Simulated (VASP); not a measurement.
Write the native input for VASP 6.6.1 that does the following.

```yaml
Task: single point
Functional: PBE
Potentials_or_basis: VASP PAW PBE potentials, release 64 (Nb_sv, O)
Cutoff: 520 eV
k_mesh: 17 × 17 × 17
Occupations: fermi-dirac, width 0.0612256 eV
Spin: no spin polarisation
Dipole_correction: no
Further_INCAR_settings: ALGO = Normal; EDIFF = 1e-06; NBANDS = 23
```

The structure of Nb2O (antifluorite type) lies in POSCAR:

```
Nb2O
1.0
    0.0000000000      2.7299534971      2.7299534971
    2.7299534971      0.0000000000      2.7299534971
    2.7299534971      2.7299534971      0.0000000000
Nb O
2 1
Direct
    0.2500000000      0.2500000000      0.2500000000
    0.7500000000      0.7500000000      0.7500000000
    0.0000000000      0.0000000000      0.0000000000
```

One way to write it, as run:

INCAR

```
  PREC = Accurate
  ENCUT = 520
  EDIFF = 1E-6
  ISMEAR = -1
  SIGMA = 0.06122561905347299
  LREAL = False
  LASPH = True
  NELM = 60
  ALGO = Normal
  ISIF = 2
  LWAVE = False
  LCHARG = False
  GGA = PE
  NBANDS = 23
```

KPOINTS

```
Automatic mesh
0
Gamma
  17 17 17
```

Potentials or basis: VASP PAW PBE potentials, release 64 (Nb_sv, O).

Launch:

```bash
$ cat potpaw_PBE.64/Nb_sv/POTCAR potpaw_PBE.64/O/POTCAR > POTCAR
$ mpirun -np 1 vasp_std > vasp.out
```

Results of the run:

```yaml
Pressure: 11.2 GPa
Band_gap_on_the_k_mesh: zero (band 16 reaches 13.06 eV, above the bottom of band 17 at 12.06 eV)
```

Wall time 2.6 min on 1 thread of Intel(R) Xeon(R) Platinum 8375C CPU @ 2.90GHz (Ice Lake), with other jobs on the host, peak memory 0.26 GiB.
